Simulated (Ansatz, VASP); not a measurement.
# One calculation of SiC, two programs

```
CELL_PARAMETERS angstrom
0.00000 2.17400 2.17400
2.17400 0.00000 2.17400
2.17400 2.17400 0.00000
ATOMIC_POSITIONS crystal
Si 0.00000 0.00000 0.00000
C 0.75000 0.75000 0.75000
```

Alike in both runs: task single point; functional PBE; k mesh 12 × 12 × 12; occupations fermi-dirac, width 0.1 eV; no spin polarisation.

|  | VASP | Ansatz |
| --- | --- | --- |
| version | VASP 6.6.1 | Ansatz 0.2.0 |
| potentials or method | VASP PAW PBE potentials, release 64 (Si, C), cutoff 520 eV | PAW, plane waves, scalar-relativistic |
| valence electrons in the cell | 8 | 8 |

```csv
,VASP,Ansatz,Ansatz less VASP
pressure (GPa),4.8,4.8,+0.06
```

With one functional, cell and mesh, what is left measures potentials, basis and numerics.
